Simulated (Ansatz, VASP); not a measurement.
## K in VASP and in Ansatz

Contents of INCAR:

```
SYSTEM = K
ALGO     = Normal         ! electronic algorithm
EDIFF    = 1E-7           ! SCF threshold, eV
ENCUT    = 520            ! plane-wave cutoff, eV
GGA      = PS             ! functional
ISIF     = 2              ! what is computed and relaxed
ISMEAR   = 0              ! smearing method
LASPH    = .True.         ! aspherical terms in the spheres
LCHARG   = .True.         ! write CHGCAR
LELF     = .True.         ! ELF
LREAL    = .False.        ! projectors in reciprocal space
LVHAR    = .True.       
LWAVE    = .False.        ! write WAVECAR
NBANDS   = 26             ! bands
NELM     = 100            ! most SCF steps
PREC     = Accurate       ! precision mode
SIGMA    = 0.1            ! smearing width, eV
```

File KPOINTS:

```
k-points
0
Gamma
  4 4 2
  0 0 0
```

POSCAR

```
K
1.0
    4.4833177487     -2.9631300627      0.0000000000
    4.4833177487      2.9631300627      0.0000000000
    0.0000000000      0.0000000000     12.0873459909
K
4
Direct
    0.8500000000      0.1500000000      0.1170000000
    0.6500000000      0.3500000000      0.6170000000
    0.1500000000      0.8500000000      0.8830000000
    0.3500000000      0.6500000000      0.3830000000
```

Input for Ansatz:

```yaml
crystal:
  lattice:
    - [4.4833177487, -2.9631300627, 0.0]
    - [4.4833177487, 2.9631300627, 0.0]
    - [0.0, 0.0, 12.0873459909]
  atoms:
    - { symbol: K, position: [0.85, 0.15, 0.117] }
    - { symbol: K, position: [0.65, 0.35, 0.617] }
    - { symbol: K, position: [0.15, 0.85, 0.883] }
    - { symbol: K, position: [0.35, 0.65, 0.383] }
basis:
  ecutwfc: 420
kpoints:
  mp_grid: { grid: [4, 4, 2] }
hamiltonian:
  xc: pbesol
scf:
  occupations: { method: gaussian, width: 0.1 }
  lower_state_search: "off"
output:
  forces: true
  stress: true
  eigenvalues: true
```

Alike in both runs: task single point; functional PBEsol; k mesh 4 × 4 × 2; occupations gaussian, width 0.1 eV; no spin polarisation.

|  | VASP | Ansatz |
| --- | --- | --- |
| version | VASP 6.6.1 | Ansatz 0.2.0 |
| potentials or method | VASP PAW PBE potentials, release 64 (K_sv), cutoff 520 eV | scalar-relativistic, plane waves, PAW |
| valence electrons in the cell | 36 | 36 |

Ansatz gave:

| Item | Value |
| --- | --- |
| gap on the k mesh at the Fermi level (eV) | none |
| pressure (GPa) | -0.1 |
| traceless stress, the component that is largest in VASP (GPa) | -0.96 |
| rms of the force components (eV/Å) | 0.285 |

**Question.** What did VASP give for the same quantities?

**Answer.** gap on the k mesh at the Fermi level (eV): none; pressure (GPa): -0.1; traceless stress, the component that is largest in VASP (GPa): -0.96; rms of the force components (eV/Å): 0.286.

VASP's potentials were made for PBE, not for PBEsol. Atom by atom the forces differ by 0.001 eV/Å (rms over components). A gap of «none» marks a metal or a gap that the smearing closes.
